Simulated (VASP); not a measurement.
# SiC (zincblende type) (F-43m) in VASP: notebook

SiC (zincblende type) is run at these levels: PBE; tasks: single point, relaxation of cell and atoms.

Program: VASP 6.6.1. These are calculated values, not measurements. Logs are shortened: lines on timing, memory, paths and dates and some standing lists are left out, and cuts for length are marked.

## 1. The cell of the first run

Symmetry: F-43m, No. 216, cubic system. Conventional cell: a = 4.380 Å, b = 4.380 Å, c = 4.380 Å, α = 90.00°, β = 90.00°, γ = 90.00°. Within 2.5 Å of Si (site symmetry -43m) lie 4 C at 1.90 Å. Within 2.5 Å of C (site symmetry -43m) lie 4 Si at 1.90 Å.

## 2. Single point, PBE

Input file INCAR:

```
  PREC = Accurate
  ENCUT = 520
  EDIFF = 1E-6
  ISMEAR = -1
  SIGMA = 0.05
  LREAL = False
  LASPH = True
  NELM = 80
  ALGO = Normal
  ISIF = 2
  LWAVE = False
  LCHARG = True
  GGA = PE
  LELF = True
  LVHAR = True
  NBANDS = 11
```

Input file KPOINTS:

```
regular mesh
0
Gamma
  15 15 15
```

Input file POSCAR:

```
SiC
1.0
    0.0000000000      2.1898574282      2.1898574282
    2.1898574282      0.0000000000      2.1898574282
    2.1898574282      2.1898574282      0.0000000000
Si C
1 1
Direct
    0.0000000000      0.0000000000      0.0000000000
    0.2500000000      0.2500000000      0.2500000000
```

Potentials or basis: VASP PAW PBE potentials, release 64 (Si, C).

Command:

```console
$ cat potpaw_PBE.64/Si/POTCAR potpaw_PBE.64/C/POTCAR > POTCAR
$ mpirun -np 1 vasp_std > vasp.out
```

OUTCAR:

```text
PREC = Accurate
   ENCUT = 520
   EDIFF = 1E-6
   ISMEAR = -1
   LREAL = False
   LASPH = True
   NELM = 80
   ISIF = 2
   GGA = PE

 ion  position               nearest neighbor table
   1  0.000  0.000  0.000-   2 1.90   2 1.90   2 1.90   2 1.90
   2  0.250  0.250  0.250-   1 1.90   1 1.90   1 1.90   1 1.90

  LATTYP: Found a face centered cubic cell.
 ALAT       =     4.3797148564

  Lattice vectors:

 A1 = (   0.0000000000,   2.1898574282,   2.1898574282)
 A2 = (   2.1898574282,   0.0000000000,   2.1898574282)
 A3 = (   2.1898574282,   2.1898574282,   0.0000000000)

Analysis of symmetry for initial positions (statically):
=====================================================================
 Subroutine PRICEL returns:
 Original cell was already a primitive cell.

 Routine SETGRP: Setting up the symmetry group for a
 face centered cubic supercell.

 Subroutine GETGRP returns: Found 24 space group operations
 (whereof 24 operations were pure point group operations)
 out of a pool of 48 trial point group operations.

The static configuration has the point symmetry T_d .

Analysis of symmetry for dynamics (positions and initial velocities):
=====================================================================
 Subroutine PRICEL returns:
 Original cell was already a primitive cell.

 Routine SETGRP: Setting up the symmetry group for a
 face centered cubic supercell.

 Subroutine GETGRP returns: Found 24 space group operations
 (whereof 24 operations were pure point group operations)
 out of a pool of 48 trial point group operations.

The dynamic configuration has the point symmetry T_d .

 Subroutine INISYM returns: Found 24 space group operations
 (whereof 24 operations are pure point group operations),
 and found     1 'primitive' translations

----------------------------------------------------------------------------------------

                                     Primitive cell

  volume of cell :      21.0028

  direct lattice vectors                    reciprocal lattice vectors
     0.000000000  2.189857428  2.189857428    -0.228325367  0.228325367  0.228325367
     2.189857428  0.000000000  2.189857428     0.228325367 -0.228325367  0.228325367
     2.189857428  2.189857428  0.000000000     0.228325367  0.228325367 -0.228325367

  length of vectors
     3.096926075  3.096926075  3.096926075     0.395471136  0.395471136  0.395471136

  position of ions in fractional coordinates (direct lattice)
     0.000000000  0.000000000  0.000000000
     0.250000000  0.250000000  0.250000000

  ion indices of the primitive-cell ions
   primitive index   ion index
                 1           1
                 2           2

----------------------------------------------------------------------------------------

 KPOINTS: regular mesh

Automatic generation of k-mesh.
 Grid dimensions read from file:
 generate k-points for:   15   15   15

 Generating k-lattice:

  Cartesian coordinates                     Fractional coordinates (reciprocal lattice)
    -0.015221691  0.015221691  0.015221691     0.066666667  0.000000000  0.000000000
     0.015221691 -0.015221691  0.015221691     0.000000000  0.066666667  0.000000000
     0.015221691  0.015221691 -0.015221691     0.000000000  0.000000000  0.066666667

  Length of vectors
     0.026364742  0.026364742  0.026364742

  Shift w.r.t. Gamma in fractional coordinates (k-lattice)
     0.000000000  0.000000000  0.000000000

 Subroutine IBZKPT returns following result:
 ===========================================

 Found    120 irreducible k-points:

 Following reciprocal coordinates:
            Coordinates               Weight
  0.000000  0.000000  0.000000      1.000000
  0.066667  0.000000  0.000000      8.000000
  0.133333  0.000000  0.000000      8.000000
  0.200000  0.000000  0.000000      8.000000
  0.266667  0.000000  0.000000      8.000000
  0.333333  0.000000  0.000000      8.000000
[... 16 lines left out ...]
  0.133333  0.133333  0.000000      6.000000
  0.200000  0.133333  0.000000     24.000000
 [... further k-points ...]
   k-points           NKPTS =    120   k-points in BZ     NKDIM =    120   number of bands    NBANDS=     11
   number of dos      NEDOS =    301   number of ions     NIONS =      2
   total plane-waves  NPLWV =  13824
   dimension x,y,z NGX =    24 NGY =   24 NGZ =   24
   dimension x,y,z NGXF=    48 NGYF=   48 NGZF=   48
   ions per type =               1   1
   NGX,Y,Z   is equivalent  to a cutoff of  12.88, 12.88, 12.88 a.u.
   NGXF,Y,Z  is equivalent  to a cutoff of  25.77, 25.77, 25.77 a.u.
 SYSTEM =  unknown system
   PREC   = accura    normal or accurate (medium, high low for compatibility)
   ISTART =      0    job   : 0-new  1-cont  2-samecut
   ICHARG =      2    charge: 1-file 2-atom 10-const
   ISPIN  =      1    spin polarized calculation?
   LNONCOLLINEAR =      F non collinear calculations
   LSORBIT =      F    spin-orbit coupling
   LASPH  =      T    aspherical Exc in radial PAW
   ENCUT  =  520.0 eV  38.22 Ry    6.18 a.u.   5.76  5.76  5.76*2*pi/ulx,y,z
   NELM   =     80;   NELMIN=  2; NELMDL= -5     # of ELM steps
   EDIFF  = 0.1E-05   stopping-criterion for ELM
   LREAL  =      F    real-space projection
   EDIFFG = 0.1E-04   stopping-criterion for IOM
   NSW    =      0    number of steps for IOM
   IBRION =     -1    ionic relax: 0-MD 1-quasi-New 2-CG
   NFREE  =      0    steps in history (QN), initial steepest desc. (CG)
   ISIF   =      2    stress and relaxation
   ISYM   =      2    0-nonsym 1-usesym 2-fastsym
   POTIM  = 0.5000    time-step for ionic-motion
   TEBEG  =    0.0;   TEEND  =   0.0 temperature during run
   PSTRESS=    0.0 pullay stress
   NELECT =       8.0000    total number of electrons
   NUPDOWN=      -1.0000    fix difference up-down
   EMIN   =  10.00;   EMAX   =-10.00  energy-range for DOS
   EFERMI =   0.00;   METHOD = LEGACY
   ISMEAR =    -1;   SIGMA  =   0.05  broadening in eV -4-tet -1-fermi 0-gaus
   EFERMI_NEDOS =   21; number of points for ismear=-14 and -15
   IALGO  =     38    algorithm
   IMIX   =      4    mixing-type and parameters
     AMIX     =   0.40;   BMIX     =  1.00
     AMIX_MAG =   1.60;   BMIX_MAG =  1.00
  volume/ion in A,a.u.               =      10.50        70.87
  Fermi-wavevector in a.u.,A,eV,Ry     =   1.186713  2.242562 19.160914  1.408287
  Thomas-Fermi vector in A             =   2.322880
   LORBIT       =      0    0 simple, 1 ext, 2 COOP (PROOUT), +10 PAW based schemes
   GGA     = PE    functional components
   LHFCALC =     F    Hartree Fock is set to
   AEXX    =    0.0000 exact exchange contribution
   IVDW    =     0    specifies the selected vdW correction
   LEPSILON=     F    determine dielectric tensor
   LRPA    =     F    only Hartree local field effects (RPA)
 non-spin polarized calculation
  energy-cutoff  :      520.00
  volume of cell :       21.00
 maximum number of plane-waves:       578
   NGX = 11   NGY = 11   NGZ = 11

 number of electron       8.0000001 magnetization

 Free energy of the ion-electron system (eV)
  ---------------------------------------------------
  ext. energy  EPLUGINS =         0.00000000
  ---------------------------------------------------
  free energy    TOTEN  =       -15.06098405 eV

  energy without entropy =      -15.06098404  energy(sigma->0) =      -15.06098405

 E-fermi :   8.6771     XC(G=0): -11.2913

 val. band max:        7.9403613019   @ k =   0.0000   0.0000   0.0000
 cond. band min:       9.3624833186   @ k =   0.4667   0.4667   0.0000
 fundamental gap:      1.4221220167
 Fermi energy:         8.6771181667

 k-point     1 :       0.0000    0.0000    0.0000
  band No.  band energies     occupation
      1      -7.3463      2.00000
      2       7.9404      2.00000
      3       7.9404      2.00000
      4       7.9404      2.00000
      5      13.9996      0.00000
      6      15.1450      0.00000
      7      15.1450      0.00000
      8      15.1450      0.00000
      9      22.3602      0.00000
     10      22.3602      0.00000
     11      24.1905      0.00000

 k-point     2 :       0.0667    0.0000    0.0000
  band No.  band energies     occupation
      1      -7.2604      2.00000
      2       7.4599      2.00000
      3       7.8787      2.00000
      4       7.8787      2.00000
      5      14.1981      0.00000
      6      15.2119      0.00000
      7      15.2600      0.00000
      8      15.2600      0.00000
      9      21.8311      0.00000
     10      21.8311      0.00000
     11      24.2582      0.00000

 k-point     3 :       0.1333    0.0000    0.0000
  band No.  band energies     occupation
      1      -7.0041      2.00000
      2       6.2923      2.00000
      3       7.7158      2.00000
      4       7.7158      2.00000
      5      14.2527      0.00000
      6      15.5299      0.00000
      7      15.5299      0.00000
      8      15.7380      0.00000
      9      21.0790      0.00000
     10      21.0790      0.00000
     11      23.7994      0.00000

 k-point     4 :       0.2000    0.0000    0.0000
  band No.  band energies     occupation
      1      -6.5829      2.00000
      2       4.8285      2.00000
      3       7.5013      2.00000
      4       7.5013      2.00000
      5      14.0122      0.00000
      6      15.7485      0.00000
      7      15.7485      0.00000
      8      16.5852      0.00000
      9      20.7663      0.00000
     10      20.7663      0.00000
     11      23.2151      0.00000

 k-point     5 :       0.2667    0.0000    0.0000
  band No.  band energies     occupation
      1      -6.0086      2.00000
      2       3.2921      2.00000
      3       7.2843      2.00000
      4       7.2843      2.00000
      5      13.7301      0.00000
      6      15.7260      0.00000
      7      15.7260      0.00000
      8      17.3204      0.00000
      9      21.1352      0.00000
     10      21.1352      0.00000
     11      22.9157      0.00000
[... 211 lines left out ...]
 k-point    21 :      -0.1333    0.0667    0.0000
  band No.  band energies     occupation
      1      -6.8062      2.00000
      2       5.7734      2.00000
      3       7.1092      2.00000
      4       7.8147      2.00000
      5      14.4561      0.00000
      6      15.3653      0.00000
      7      15.4849      0.00000
      8      16.3930      0.00000
      9      20.0954      0.00000
     10      21.3790      0.00000
     11      24.3986      0.00000

 k-point    22 :      -0.0667    0.0667    0.0000
  band No.  band energies     occupation
      1      -7.1176      2.00000
      2       6.9242      2.00000
      3       7.4836      2.00000
      4       7.9125      2.00000
      5      14.4403      0.00000
      6      15.0776      0.00000
      7      15.2868      0.00000
      8      15.8280      0.00000
      9      20.8294      0.00000
     10      21.7281      0.00000
     11      24.6953      0.00000

 k-point    23 :       0.1333    0.1333    0.0000
  band No.  band energies     occupation
      1      -6.8899      2.00000
      2       6.6900      2.00000
      3       7.1711      2.00000
      4       7.1711      2.00000
      5      13.9187      0.00000
      6      15.0585      0.00000
      7      16.3172      0.00000
      8      16.3172      0.00000
      9      19.1861      0.00000
     10      22.8764      0.00000
     11      25.9109      0.00000

 k-point    24 :       0.2000    0.1333    0.0000
  band No.  band energies     occupation
      1      -6.5800      2.00000
      2       5.6943      2.00000
      3       6.8625      2.00000
      4       7.0296      2.00000
      5      13.5871      0.00000
      6      15.2117      0.00000
      7      16.6732      0.00000
      8      16.7927      0.00000
      9      18.9409      0.00000
     10      22.8553      0.00000
     11      25.5735      0.00000

 [... further k-points ...]

------------------------ aborting loop because EDIFF is reached ----------------------------------------

  FORCE on cell =-STRESS in cart. coord.  units (eV):
  Direction    XX          YY          ZZ          XY          YZ          ZX
  --------------------------------------------------------------------------------------
  -------------------------------------------------------------------------------------
  Total       -0.0061312     -0.0061312     -0.0061312     -0.0000000     -0.0000000      0.0000000
  in kB       -0.4677103     -0.4677103     -0.4677103     -0.0000000     -0.0000000      0.0000000
  external PRESSURE =      -0.4677103 kB  Pullay stress =       0.0000000 kB

 VOLUME and BASIS-vectors are now :
 -----------------------------------------------------------------------------
  energy-cutoff  :      520.00
  volume of cell :       21.00
      direct lattice vectors                 reciprocal lattice vectors
     0.000000000  2.189857428  2.189857428    -0.228325367  0.228325367  0.228325367
     2.189857428  0.000000000  2.189857428     0.228325367 -0.228325367  0.228325367
     2.189857428  2.189857428  0.000000000     0.228325367  0.228325367 -0.228325367

 POSITION                                       TOTAL-FORCE (eV/Angst)
 -----------------------------------------------------------------------------------
      0.00000      0.00000      0.00000        -0.000000     -0.000000     -0.000000
      1.09493      1.09493      1.09493         0.000000      0.000000      0.000000
 -----------------------------------------------------------------------------------
    total drift:                                0.000000      0.000000      0.000000

  FREE ENERGIE OF THE ION-ELECTRON SYSTEM (eV)
  ---------------------------------------------------
  free  energy   TOTEN  =       -15.0609840483 eV

  energy  without entropy=      -15.0609840419  energy(sigma->0) =      -15.06098405
```

Wall time 12 s (1 thread of Intel Xeon Platinum 8488C (Sapphire Rapids), shared host); peak memory 0.15 GiB.

What came out:

```yaml
Free_energy: -15.0610 eV
Pressure: 0.0 GPa
Band_gap_on_the_k_mesh: 1.42 eV, indirect (least direct gap 4.55 eV)
```

Levels at points of the mesh, in eV from the valence-band top:
| k point | band 1 | band 2 | band 3 | band 4 | band 5 | band 6 | band 7 | band 8 |
| --- | --- | --- | --- | --- | --- | --- | --- | --- |
| (0.00, 0.00, 0.00) | -15.29 | 0.00 | 0.00 | 0.00 | 6.06 | 7.20 | 7.20 | 7.20 |

A k mesh can miss the band edges. A hybrid or GW would open this gap; PBE tends to underestimate it.

## 3. Relaxation of cell and atoms, PBE

This run uses another cell than the first one, of 10.10 Å³/atom, 0.962 times its volume.

Input file INCAR:

```
SYSTEM = SiC
PREC     = Accurate       ! precision mode
ENCUT    = 600            ! plane-wave cutoff, eV
EDIFF    = 1E-6           ! SCF threshold, eV
ISMEAR   = -1             ! smearing method
SIGMA    = 0.05           ! smearing width, eV
LREAL    = .FALSE.        ! projectors in reciprocal space
LASPH    = .TRUE.         ! aspherical terms in the spheres
NELM     = 60             ! most SCF steps
ALGO     = Normal         ! electronic algorithm
ISIF     = 3              ! what is computed and relaxed
LWAVE    = .FALSE.        ! write WAVECAR
LCHARG   = .FALSE.        ! write CHGCAR
GGA      = PE             ! functional
IBRION   = 2              ! ionic algorithm
NSW      = 60             ! ionic steps
EDIFFG   = -0.005         ! ionic threshold
```

Input file KPOINTS:

```
Automatic mesh
0
G
  15 15 15
  0 0 0
```

Input file POSCAR:

```
SiC
1.0
    0.0000000000      2.1616189057      2.1616189057
    2.1616189057      0.0000000000      2.1616189057
    2.1616189057      2.1616189057      0.0000000000
Si C
1 1
Direct
    0.0000000000      0.0000000000      0.0000000000
    0.2500000000      0.2500000000      0.2500000000
```

Potentials or basis: VASP PAW PBE potentials, release 64 (Si, C).

Command:

```console
$ cat potpaw_PBE.64/Si/POTCAR potpaw_PBE.64/C/POTCAR > POTCAR
$ mpirun -np 1 vasp_std > vasp.out
```

Wall time 19 s (1 thread of Intel Xeon Platinum 8488C (Sapphire Rapids), shared host); peak memory 0.15 GiB.

The run converged. Its results:

| Item | Value |
| --- | --- |
| Free energy | -15.0616 eV |
| Relaxed volume | 10.50 Å³/atom |
| Relaxed cell | a = 3.096 Å, b = 3.096 Å, c = 3.096 Å, α = 60.00°, β = 60.00°, γ = 60.00° |
| Space group after relaxing (to 0.05 Å) | F-43m (No. 216) |
| Energy gained by relaxing | 10.4 meV/atom |
| Ionic steps | 3 |
| Pressure after relaxing | 0.0 GPa |
| Band gap on the k mesh | 1.42 eV, indirect (least direct gap 4.56 eV) |

The path:
```csv
step,energy change (eV),largest force (eV/Å),pressure (GPa),volume (Å³)
1,0.0000,0.0000,8.73,20.20
2,0.0014,0.0000,-7.91,21.85
3,-0.0207,0.0000,-0.05,20.99
```

Final structure:
```
Si C
1.0
     0.00000    2.18947    2.18947
     2.18947    0.00000    2.18947
     2.18947    2.18947    0.00000
Si C
1 1
Direct
  0.00000 0.00000 0.00000
  0.25000 0.25000 0.25000
```

Levels at points of the mesh, in eV from the valence-band top:
```
           k point  band 1  band 2  band 3  band 4  band 5  band 6  band 7  band 8
(0.00, 0.00, 0.00)  -15.29    0.00    0.00    0.00    6.07    7.21    7.21    7.21
```
